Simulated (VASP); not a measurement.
AsPt4: single point with PBE

Crystal: AsPt4.

```
CELL_PARAMETERS angstrom
-2.83213 2.83213 2.83213
2.83213 -2.83213 2.83213
2.83213 2.83213 -2.83213
ATOMIC_POSITIONS crystal
As 0.00000 0.00000 0.00000
Pt 0.00000 0.00000 0.50000
Pt 0.50000 0.00000 0.00000
Pt 0.00000 0.50000 0.00000
Pt 0.50000 0.50000 0.50000
```

| Property | Result |
| --- | --- |
| Program | VASP 6.6.1 |
| Task | single point |
| Functional | PBE |
| Potentials or basis | VASP PAW PBE potentials, release 64 (As, Pt) |
| Cutoff | 520 eV |
| k mesh | 10 × 10 × 10 |
| Occupations | gaussian, width 0.1 eV |
| Spin | no spin polarisation |
| Dipole correction | no |
| Further INCAR settings | ALGO = Fast; EDIFF = 1e-06; NBANDS = 30 |

The pressure is 0.1 GPa.

Levels at points of the mesh, in eV from the Fermi level:
```tsv
k point	band 20	band 21	band 22	band 23	band 24	band 25
(0.00, 0.00, 0.00)	-0.54	-0.54	0.62	0.62	0.62	2.64
(0.50, 0.00, 0.00)	-1.30	-1.05	-0.94	-0.20	0.39	1.78
(0.50, 0.50, 0.50)	-0.25	-0.25	0.75	0.75	1.92	1.92
```

Wall time 93 s on 1 thread of Intel(R) Xeon(R) Platinum 8259CL CPU @ 2.50GHz (Skylake/Cascade Lake), on a shared host, peak memory 0.27 GiB.

Caveat: spin-orbit coupling is left out, which moves the levels of the heavy elements.
